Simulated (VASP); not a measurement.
Write the native input for VASP 6.6.1 that does the following.

- Task: single point
- Functional: PBE
- Dispersion: D3(BJ)
- Potentials or basis: VASP PAW PBE potentials, release 64 (Al)
- Cutoff: 520 eV
- k mesh: 18 × 18 × 6
- Occupations: gaussian, width 0.15 eV
- Spin: no spin polarisation
- Dipole correction: no
- Further INCAR settings: ALGO = Normal; EDIFF = 1e-07; NBANDS = 14

The structure of Al lies in POSCAR:

```
Al
1.0
    2.8754657028      0.0000000000      0.0000000000
   -1.4377328514      2.4902263464      0.0000000000
    0.0000000000      0.0000000000      8.9976197308
Al
4
Direct
    0.0000000000      0.0000000000      0.0000000000
    0.3333333333      0.6666666667      0.2500000000
    0.0000000000      0.0000000000      0.5000000000
    0.6666666667      0.3333333333      0.7500000000
```

This isn't the form of Al at room conditions, which is fcc.

The input as run:

INCAR

```
PREC = Accurate ; ENCUT = 520
EDIFF = 1E-7 ; ISMEAR = 0
SIGMA = 0.15 ; LREAL = F
LASPH = T ; NELM = 80
ALGO = Normal ; ISIF = 2
LWAVE = F ; LCHARG = F
GGA = PE ; IVDW = 12
NBANDS = 14
```

KPOINTS

```
regular mesh
0
Gamma
  18 18 6
```

Potentials or basis: VASP PAW PBE potentials, release 64 (Al).

Command:

```sh
$ cat potpaw_PBE.64/Al/POTCAR > POTCAR
$ mpirun -np 1 vasp_std > vasp.out
```

Results of the run:

| Property | Result |
| --- | --- |
| Pressure | -1.2 GPa |
| Band gap on the k mesh | zero (bands 6 and 7 overlap by 6.22 eV) |
| Dispersion energy per atom | -0.345 eV |

Wall time 49 s on 1 thread of Intel(R) Xeon(R) 6975P-C (Granite Rapids), with other jobs on the host, peak memory 0.26 GiB.
